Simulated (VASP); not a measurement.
Set up this calculation in VASP 6.6.1, as the native input.

```
Task                   : single point
Functional             : PBE
Potentials or basis    : VASP PAW PBE potentials, release 64 (Ag)
Cutoff                 : 520 eV
k mesh                 : 24 × 24 × 12
Occupations            : gaussian, width 0.1 eV
Spin                   : no spin polarisation
Dipole correction      : no
Further INCAR settings : ALGO = Fast; EDIFF = 1e-06; NBANDS = 18
```

The structure of Ag lies in POSCAR:

```
Ag
1.0
    2.9295866588      0.0000000000      0.0000000000
   -1.4647933294      2.5370964691      0.0000000000
    0.0000000000      0.0000000000      4.8097310144
Ag
2
Direct
    0.6666666667      0.3333333333      0.2500000000
    0.3333333333      0.6666666667      0.7500000000
```

This isn't the form of Ag at room conditions, which is fcc.

The input as run:

INCAR

```
SYSTEM = Ag
ALGO     = Fast           ! electronic algorithm
EDIFF    = 1E-6           ! SCF threshold, eV
ENCUT    = 520            ! plane-wave cutoff, eV
GGA      = PE             ! functional
ISIF     = 2              ! what is computed and relaxed
ISMEAR   = 0              ! smearing method
LASPH    = .TRUE.         ! aspherical terms in the spheres
LCHARG   = .FALSE.        ! write CHGCAR
LREAL    = .FALSE.        ! projectors in reciprocal space
LWAVE    = .FALSE.        ! write WAVECAR
NBANDS   = 18             ! bands
NELM     = 80             ! most SCF steps
PREC     = Accurate       ! precision mode
SIGMA    = 0.1            ! smearing width, eV
```

KPOINTS

```
k-points
0
G
  24 24 12
  0 0 0
```

Potentials or basis: VASP PAW PBE potentials, release 64 (Ag).

Launch:

```console
$ cat potpaw_PBE.64/Ag/POTCAR > POTCAR
$ mpirun -np 1 vasp_std > vasp.out
```

It gave:

- Pressure: 0.0 GPa
- Band gap on the k mesh: zero (bands 11 and 12 overlap by 7.37 eV)

It took 4.9 min on 1 thread of Intel Xeon 8259CL (shared host), peak memory 0.33 GiB.
